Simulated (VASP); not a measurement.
In3Ga, 4 atoms in the cell. The structure is cubic, space group Fm-3m (No. 225). Conventional cell: a = 7.331 Å, b = 7.331 Å, c = 7.331 Å, α = 90.00°, β = 90.00°, γ = 90.00°. Within 4.2 Å of In (site symmetry -43m) lie 10 In at 3.17 to 3.67 Å and 4 Ga at 3.17 Å. Within 4.2 Å of In (site symmetry m-3m) lie 8 In at 3.17 Å and 6 Ga at 3.67 Å. Ga (site symmetry m-3m) has 14 In at 3.17 to 3.67 Å within 4.2 Å. 

| Property | Result |
| --- | --- |
| Program | VASP 6.6.1 |
| Task | single point |
| Functional | PBEsol |
| Potentials or basis | VASP PAW PBE potentials, release 64 (In_d, Ga_d) |
| Cutoff | 520 eV |
| k mesh | 6 × 6 × 6 |
| Occupations | fermi-dirac, width 0.1 eV |
| Spin | no spin polarisation |
| Dipole correction | no |
| Further INCAR settings | ALGO = Normal; EDIFF = 1e-06; NBANDS = 34 |

Potentials or basis: VASP PAW PBE potentials, release 64 (In_d, Ga_d).

The run is started by

```bash
$ cat potpaw_PBE.64/In_d/POTCAR potpaw_PBE.64/Ga_d/POTCAR > POTCAR
$ mpirun -np 1 vasp_std > vasp.out
```

Hardware: 1 thread of AMD EPYC 7R13 Processor (Zen 3), on a shared host.

Q: How long does it take, and how much memory?

A: It took 48 s on 1 thread of AMD EPYC 7R13 Processor (Zen 3), on a shared host, peak memory 0.22 GiB. Counts: scf iterations 12, k points 16.
